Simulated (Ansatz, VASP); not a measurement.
One calculation of Na, two programs

The input INCAR:

```
PREC = Accurate
ENCUT = 600
EDIFF = 1E-7
ISMEAR = -1
SIGMA = 0.05
LREAL = F
LASPH = T
NELM = 100
ALGO = Normal
ISIF = 3
LWAVE = F
LCHARG = F
GGA = PS
IBRION = 2
NSW = 60
EDIFFG = -0.01
```

Contents of KPOINTS:

```
Automatic mesh
0
Gamma
  8 8 5
```

The input POSCAR:

```
Na
1.0
    3.7670000000      0.0000000000      0.0000000000
   -1.8835000000      3.2623176961      0.0000000000
    0.0000000000      0.0000000000      6.1540000000
Na
2
Direct
    0.6666666667      0.3333333333      0.7500000000
    0.3333333333      0.6666666667      0.2500000000
```

Contents of input.yaml:

```yaml
crystal:
  lattice:
    - [3.767, 0.0, 0.0]
    - [-1.8835, 3.2623176961, 0.0]
    - [0.0, 0.0, 6.154]
  atoms:
    - { symbol: Na, position: [0.6666666667, 0.3333333333, 0.75] }
    - { symbol: Na, position: [0.3333333333, 0.6666666667, 0.25] }
hamiltonian:
  xc: pbesol
  pseudopotentials: { kind: paw }
kpoints:
  mp_grid: { grid: [8, 8, 5] }
scf:
  occupations: { method: fermi_dirac, width: 0.05 }
output:
  forces: true
  stress: true
  eigenvalues: true
  write_density: true
  write_potential: true
  elf: true
  volumetric_format: npy
relax:
  f_tol: 0.01
  max_steps: 40
  cell: { stress_tol: 0.05 }
```

Alike in both runs: task relaxation of cell and atoms; functional PBEsol; k mesh 8 × 8 × 5; occupations fermi-dirac, width 0.05 eV; no spin polarisation.

```csv
,VASP,Ansatz
version,VASP 6.6.1,Ansatz 0.2.0
potentials or method,"VASP PAW PBE potentials, release 64 (Na_pv)",Ansatz PAW
plane-wave cutoff (eV),600,420
valence electrons in the cell,14,18
```

VASP gave:

```
gap on the k mesh at the Fermi level, each at its own relaxed structure (eV) : none
relaxed volume (Å³/atom)                                                     : 36.28
relaxed cell length with the largest relative difference (Å)                 : 6.017
```

Question: Which values does Ansatz return?

Answer: gap on the k mesh at the Fermi level, each at its own relaxed structure (eV): none; relaxed volume (Å³/atom): 36.28; relaxed cell length with the largest relative difference (Å): 5.997.

VASP's potentials were made for PBE, not for PBEsol. A gap of «none» marks a metal or a gap that the smearing closes. VASP's potentials hold 14 valence electrons a cell and Ansatz's 18, so a difference there can come from the potentials and not from the codes.

Noted on Ansatz's run: the plane-wave basis is chosen anew once the cell has moved, so the energies of steps on either side of that aren't comparable.
